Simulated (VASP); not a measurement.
# Rh: relaxation of cell and atoms with BLYP+D3(BJ)

Crystal: Rh.

```
CELL_PARAMETERS angstrom
2.69174 0.00000 0.00000
-1.34587 2.33112 0.00000
0.00000 0.00000 8.79807
ATOMIC_POSITIONS crystal
Rh 0.00000 0.00000 0.00000
Rh 0.33333 0.66667 0.25000
Rh 0.00000 0.00000 0.50000
Rh 0.66667 0.33333 0.75000
```

This isn't the form of Rh at room conditions, which is fcc.

```yaml
Program: VASP 6.6.1
Task: relaxation of cell and atoms
Functional: BLYP
Dispersion: D3(BJ)
Potentials_or_basis: VASP PAW PBE potentials, release 64 (Rh_pv)
Cutoff: 600 eV
k_mesh: 11 × 11 × 3
Occupations: methfessel-paxton, width 0.1 eV
Spin: no spin polarisation
Dipole_correction: no
Further_INCAR_settings: ALGO = Normal; EDIFF = 1e-06; IBRION = 2; EDIFFG = -0.02; NSW = 80; ISIF = 3
```

The relaxed volume is 13.87 Å³/atom, the relaxed cell is a = 2.701 Å, b = 2.701 Å, c = 8.783 Å, α = 90.00°, β = 90.00°, γ = 120.00° and the space group after relaxing (to 0.1 Å) is P6_3/mmc (No. 194). The energy gained by relaxing is 0.5 meV/atom, the ionic steps are 5 and the pressure after relaxing is 0.0 GPa. The band gap on the k mesh is zero (bands 30 and 31 overlap by 1.65 eV). The dispersion energy per atom is -1.480 eV.

The path:
| step | energy change (eV) | largest force (eV/Å) | pressure (GPa) | volume (Å³) |
| --- | --- | --- | --- | --- |
| 1 | 0.0000 | 0.0000 | 1.33 | 55.21 |
| 2 | 0.0041 | 0.0000 | -2.92 | 56.12 |
| 3 | -0.0018 | 0.0000 | -0.26 | 55.53 |
| 4 | -0.0020 | 0.0000 | 0.07 | 55.46 |
| 5 | -0.0021 | 0.0000 | 0.00 | 55.48 |

Final structure:
```
CELL_PARAMETERS angstrom
2.70079 0.00000 0.00000
-1.35040 2.33896 0.00000
0.00000 0.00000 8.78287
ATOMIC_POSITIONS crystal
Rh 0.00000 0.00000 0.00000
Rh 0.33333 0.66667 0.25000
Rh 0.00000 0.00000 0.50000
Rh 0.66667 0.33333 0.75000
```

Levels at points of the mesh, in eV from the Fermi level:
```csv
k point,band 27,band 28,band 29,band 30,band 31,band 32
"(0.00, 0.00, 0.00)",-2.58,-1.45,-1.45,-0.86,-0.86,-0.35
```

Wall time 7.2 min on 1 thread of Intel Xeon 8259CL, with other jobs on the host, peak memory 0.24 GiB.

Caveat: the dispersion term is far too large for a dense solid, which distorts pressure and volume; the PAW data sets were made with another functional, which shifts forces and pressure a little.
